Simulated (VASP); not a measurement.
# SiO2 (P4_2/mnm) in VASP: dielectric tensor with r2SCAN

Aim: the dielectric tensor of SiO2 with r2SCAN.

Everything below comes from runs of VASP 6.6.1. Logs are shortened: lines on timing, memory, paths and dates and some standing lists are left out, and cuts for length are marked.

## 1. The cell of the first run

The structure is tetragonal, space group P4_2/mnm (No. 136). The conventional cell has a = 4.018 Å, b = 4.018 Å, c = 2.731 Å, α = 90.00°, β = 90.00°, γ = 90.00°. Si (site symmetry mmm) has 6 O at 1.72 to 1.77 Å within 2.3 Å. O (site symmetry m2m) has 3 Si at 1.72 to 1.77 Å and 1 O at 2.24 Å within 2.3 Å.

## 2. Dielectric tensor, r2SCAN (epitaxial xy strain -4.0%)

Contents of INCAR:

```
PREC = Accurate ; ENCUT = 580
EDIFF = 1E-8 ; ISMEAR = 0
SIGMA = 0.01 ; LREAL = F
LASPH = T ; NELM = 120
ALGO = Normal ; ISIF = 2
LWAVE = F ; LCHARG = F
METAGGA = R2SCAN ; LMIXTAU = T
LCALCEPS = T ; GGA_COMPAT = F
```

Contents of KPOINTS:

```
regular mesh
0
Gamma
  6 6 8
```

Contents of POSCAR:

```
SiO2
1.0
    4.0177812467      0.0000000000      0.0000000000
    0.0000000000      4.0177812467      0.0000000000
    0.0000000000      0.0000000000      2.7314444781
Si O
2 4
Direct
    0.0000000000      0.0000000000      0.0000000000
    0.5000000000      0.5000000000      0.5000000000
    0.3032115797      0.3032115797      0.0000000000
    0.1967884203      0.8032115797      0.5000000000
    0.8032115797      0.1967884203      0.5000000000
    0.6967884203      0.6967884203      0.0000000000
```

Potentials or basis: VASP PAW PBE potentials, release 64 (Si, O).

Run with:

```sh
$ cat potpaw_PBE.64/Si/POTCAR potpaw_PBE.64/O/POTCAR > POTCAR
$ mpirun -np 1 vasp_std > vasp.out
```

OUTCAR:

```text
PREC = Accurate
   ENCUT = 580
   EDIFF = 1E-8
   ISMEAR = 0
   LREAL = F
   LASPH = T
   NELM = 120
   ISIF = 2
   METAGGA = R2SCAN

 ion  position               nearest neighbor table
   1  0.000  0.000  0.000-   3 1.72   6 1.72   5 1.77   4 1.77   4 1.77   5 1.77
   2  0.500  0.500  0.500-   4 1.72   5 1.72   3 1.77   6 1.77   3 1.77   6 1.77
   3  0.303  0.303  0.000-   1 1.72   2 1.77   2 1.77
   4  0.197  0.803  0.500-   2 1.72   1 1.77   1 1.77
   5  0.803  0.197  0.500-   2 1.72   1 1.77   1 1.77
   6  0.697  0.697  0.000-   1 1.72   2 1.77   2 1.77

  LATTYP: Found a simple tetragonal cell.
 ALAT       =     4.0177812467
 C/A-ratio  =     0.6798390232

  Lattice vectors:

 A1 = (   4.0177812467,   0.0000000000,   0.0000000000)
 A2 = (   0.0000000000,   4.0177812467,   0.0000000000)
 A3 = (   0.0000000000,   0.0000000000,   2.7314444781)

Analysis of symmetry for initial positions (statically):
=====================================================================
 Subroutine PRICEL returns:
 Original cell was already a primitive cell.

 Routine SETGRP: Setting up the symmetry group for a
 simple tetragonal supercell.

 Subroutine GETGRP returns: Found 16 space group operations
 (whereof  8 operations were pure point group operations)
 out of a pool of 16 trial point group operations.

The static configuration has the point symmetry D_2h.
 The point group associated with its full space group is D_4h.

Analysis of symmetry for dynamics (positions and initial velocities):
=====================================================================
 Subroutine PRICEL returns:
 Original cell was already a primitive cell.

 Routine SETGRP: Setting up the symmetry group for a
 simple tetragonal supercell.

 Subroutine GETGRP returns: Found 16 space group operations
 (whereof  8 operations were pure point group operations)
 out of a pool of 16 trial point group operations.

The dynamic configuration has the point symmetry D_2h.
 The point group associated with its full space group is D_4h.

 Subroutine INISYM returns: Found 16 space group operations
 (whereof  8 operations are pure point group operations),
 and found     1 'primitive' translations

----------------------------------------------------------------------------------------

                                     Primitive cell

  volume of cell :      44.0925

  direct lattice vectors                    reciprocal lattice vectors
     4.017781247  0.000000000  0.000000000     0.248893590  0.000000000  0.000000000
     0.000000000  4.017781247  0.000000000     0.000000000  0.248893590  0.000000000
     0.000000000  0.000000000  2.731444478     0.000000000  0.000000000  0.366106655

  length of vectors
     4.017781247  4.017781247  2.731444478     0.248893590  0.248893590  0.366106655

  position of ions in fractional coordinates (direct lattice)
     0.000000000  0.000000000  0.000000000
     0.500000000  0.500000000  0.500000000
     0.303211580  0.303211580  0.000000000
     0.196788420  0.803211580  0.500000000
     0.803211580  0.196788420  0.500000000
     0.696788420  0.696788420  0.000000000

  ion indices of the primitive-cell ions
   primitive index   ion index
                 1           1
                 2           2
                 3           3
                 4           4
                 5           5
                 6           6

----------------------------------------------------------------------------------------

 KPOINTS: regular mesh

Automatic generation of k-mesh.
 Grid dimensions read from file:
 generate k-points for:    6    6    8

 Generating k-lattice:

  Cartesian coordinates                     Fractional coordinates (reciprocal lattice)
     0.041482265  0.000000000  0.000000000     0.166666667  0.000000000  0.000000000
     0.000000000  0.041482265  0.000000000     0.000000000  0.166666667  0.000000000
     0.000000000  0.000000000  0.045763332     0.000000000  0.000000000  0.125000000

  Length of vectors
     0.041482265  0.041482265  0.045763332

  Shift w.r.t. Gamma in fractional coordinates (k-lattice)
[... 55 lines left out ...]
   NSW    =      0    number of steps for IOM
   IBRION =     -1    ionic relax: 0-MD 1-quasi-New 2-CG
   NFREE  =      0    steps in history (QN), initial steepest desc. (CG)
   ISIF   =      2    stress and relaxation
   ISYM   =      2    0-nonsym 1-usesym 2-fastsym
   POTIM  = 0.5000    time-step for ionic-motion
   TEBEG  =    0.0;   TEEND  =   0.0 temperature during run
   PSTRESS=    0.0 pullay stress
   NELECT =      32.0000    total number of electrons
   NUPDOWN=      -1.0000    fix difference up-down
   EMIN   =  10.00;   EMAX   =-10.00  energy-range for DOS
   EFERMI =   0.00;   METHOD = LEGACY
   ISMEAR =     0;   SIGMA  =   0.01  broadening in eV -4-tet -1-fermi 0-gaus
   EFERMI_NEDOS =   21; number of points for ismear=-14 and -15
   IALGO  =     38    algorithm
   IMIX   =      4    mixing-type and parameters
     AMIX     =   0.40;   BMIX     =  1.00
     AMIX_MAG =   1.60;   BMIX_MAG =  1.00
  volume/ion in A,a.u.               =       7.35        49.59
  Fermi-wavevector in a.u.,A,eV,Ry     =   1.471194  2.780153 29.448596  2.164411
  Thomas-Fermi vector in A             =   2.586359
   LORBIT       =      0    0 simple, 1 ext, 2 COOP (PROOUT), +10 PAW based schemes
   METAGGA = R2SCAN    functional components
   LHFCALC =     F    Hartree Fock is set to
   AEXX    =    0.0000 exact exchange contribution
   IVDW    =     0    specifies the selected vdW correction
   LEPSILON=     F    determine dielectric tensor
   LRPA    =     F    only Hartree local field effects (RPA)
   LRPA       =     F
 non-spin polarized calculation
 Gauss-broadening in eV      SIGMA  =   0.01
  energy-cutoff  :      580.00
  volume of cell :       44.09
 maximum number of plane-waves:      1419
 NGX is ok and might be reduce to    32
   NGX = 15   NGY = 15   NGZ = 11

 Total electronic dipole moment: p[elc]=(    -0.00000     0.00000    -0.00000 ) |e| Angst

 Total electronic dipole moment: p[elc]=(     0.00000     0.00519     0.00000 ) |e| Angst

 number of electron      31.9999995 magnetization

 Free energy of the ion-electron system (eV)
  ---------------------------------------------------
  ext. energy  EPLUGINS =         0.00000000
  ---------------------------------------------------
  free energy    TOTEN  =       -58.49243021 eV

  energy without entropy =      -58.49243021  energy(sigma->0) =      -58.49243021

 E-fermi :   8.7378     XC(G=0): -13.2121

 val. band max:        8.6788664098   @ k =   0.0000   0.0000   0.0000
 cond. band min:   10000.0000000000   @ k =   0.0000   0.0000   0.0000
 fundamental gap:   9991.3211335902
 Fermi energy:         8.7378021979

 k-point     1 :       0.0000    0.0000    0.0000
  band No.  band energies     occupation
      1     -15.3970      2.00000
      2     -11.4217      2.00000
      3     -11.4217      2.00000
      4     -10.8599      2.00000
      5      -2.8545      2.00000
      6       1.8466      2.00000
[... 541 lines left out ...]
     19   10000.0000      0.00000
     20   10000.0000      0.00000

 [... further k-points ...]

------------------------ aborting loop because EDIFF is reached ----------------------------------------

            Ionic dipole moment: p[ion]=(    -8.03556    -8.03556   -21.85156 ) |e| Angst

 Total electronic dipole moment: p[elc]=(     0.00000    -0.00000     0.00582 ) |e| Angst

 MACROSCOPIC STATIC DIELECTRIC TENSOR (including local field effects)
 ------------------------------------------------------
           3.128257    -0.000000     0.000000
           0.000000     3.128257     0.000000
           0.000000     0.000000     3.388346
 ------------------------------------------------------

 PIEZOELECTRIC TENSOR (including local field effects) (e Angst)
          XX          YY          ZZ          XY          YZ          ZX
  --------------------------------------------------------------------------------
  x     0.00000     0.00000     0.00000     0.00000     0.00000     0.00000
  y     0.00000     0.00000     0.00000     0.00000     0.00000     0.00000
  z     0.00000     0.00000     0.00000     0.00000     0.00000     0.00000

 PIEZOELECTRIC TENSOR (including local field effects) (C/m^2)
          XX          YY          ZZ          XY          YZ          ZX
  --------------------------------------------------------------------------------
  x     0.00000     0.00000     0.00000     0.00000     0.00000     0.00000
  y     0.00000     0.00000     0.00000     0.00000     0.00000     0.00000
  z     0.00000     0.00000     0.00000     0.00000     0.00000     0.00000

 BORN EFFECTIVE CHARGES (including local field effects) (in |e|, cummulative output)
 ---------------------------------------------------------------------------------
 ion    1
    1     3.76157     0.24606     0.00000
    2     0.24606     3.76157     0.00000
    3     0.00000     0.00000     4.09274
 ion    2
    1     3.76157    -0.24606     0.00000
    2    -0.24606     3.76157     0.00000
    3     0.00000     0.00000     4.09274
 ion    3
    1    -1.88079    -0.49328     0.00000
    2    -0.49328    -1.88079     0.00000
    3     0.00000     0.00000    -2.04637
 ion    4
    1    -1.88079     0.49328     0.00000
    2     0.49328    -1.88079     0.00000
    3     0.00000     0.00000    -2.04637
 ion    5
    1    -1.88079     0.49328     0.00000
    2     0.49328    -1.88079     0.00000
    3     0.00000     0.00000    -2.04637
 ion    6
    1    -1.88079    -0.49328     0.00000
    2    -0.49328    -1.88079     0.00000
    3     0.00000     0.00000    -2.04637

  FORCE on cell =-STRESS in cart. coord.  units (eV):
  Direction    XX          YY          ZZ          XY          YZ          ZX
  --------------------------------------------------------------------------------------
  -------------------------------------------------------------------------------------
  Total        7.7633004      7.7633004      0.1175042      0.0000000      0.0000000      0.0000000
  in kB      282.0928134    282.0928134      4.2697146      0.0000000      0.0000000      0.0000000
  external PRESSURE =     189.4851138 kB  Pullay stress =       0.0000000 kB

 VOLUME and BASIS-vectors are now :
 -----------------------------------------------------------------------------
  energy-cutoff  :      580.00
  volume of cell :       44.09
      direct lattice vectors                 reciprocal lattice vectors
     4.017781247  0.000000000  0.000000000     0.248893590  0.000000000  0.000000000
     0.000000000  4.017781247  0.000000000     0.000000000  0.248893590  0.000000000
     0.000000000  0.000000000  2.731444478     0.000000000  0.000000000  0.366106655

 POSITION                                       TOTAL-FORCE (eV/Angst)
 -----------------------------------------------------------------------------------
      0.00000      0.00000      0.00000        -0.000000      0.000000     -0.000000
      2.00889      2.00889      1.36572        -0.000000      0.000000     -0.000000
      1.21824      1.21824      0.00000        -0.001344     -0.001344      0.000000
      0.79065      3.22713      1.36572         0.001344     -0.001344     -0.000000
      3.22713      0.79065      1.36572        -0.001344      0.001344     -0.000000
      2.79954      2.79954      0.00000         0.001344      0.001344     -0.000000
 -----------------------------------------------------------------------------------
    total drift:                                0.000000     -0.000000      0.000000

  FREE ENERGIE OF THE ION-ELECTRON SYSTEM (eV)
  ---------------------------------------------------
  free  energy   TOTEN  =       -58.4924302121 eV

  energy  without entropy=      -58.4924302121  energy(sigma->0) =      -58.49243021
```

Run time: 16 min. Hardware: 1 thread of Intel Xeon 6975P-C (Granite Rapids), shared host; peak memory 0.42 GiB.

Results:

| Property | Result |
| --- | --- |
| Band gap on the k mesh | 7.01 eV, direct |
| Electronic dielectric tensor (diagonal) | 3.13, 3.13, 3.39 |
| Born charges (mean of the diagonal) | Si +3.87; O -1.94 e |

Electronic dielectric tensor:
```
3.13 0.00 0.00
0.00 3.13 0.00
0.00 0.00 3.39
```

Born effective charge tensors (e):
atom 1, Si
```
3.76 0.25 0.00
0.25 3.76 0.00
0.00 0.00 4.09
```
atom 2, Si
```
 3.76 -0.25  0.00
-0.25  3.76  0.00
 0.00  0.00  4.09
```
atom 3, O
```
-1.88 -0.49  0.00
-0.49 -1.88  0.00
 0.00  0.00 -2.05
```
atom 4, O
```
-1.88  0.49  0.00
 0.49 -1.88  0.00
 0.00  0.00 -2.05
```
atom 5, O
```
-1.88  0.49  0.00
 0.49 -1.88  0.00
 0.00  0.00 -2.05
```
atom 6, O
```
-1.88 -0.49  0.00
-0.49 -1.88  0.00
 0.00  0.00 -2.05
```

Dipole moments of the cell (e·Å, modulo the quantum): ionic -8.036, -8.036, -21.852; electronic 0.000, 0.000, 0.006

Caveat: the cell differs from its parent crystal (epitaxial xy strain -4.0%); the PAW data sets were made with another functional, which shifts forces and pressure a little. A k mesh can miss the band edges.
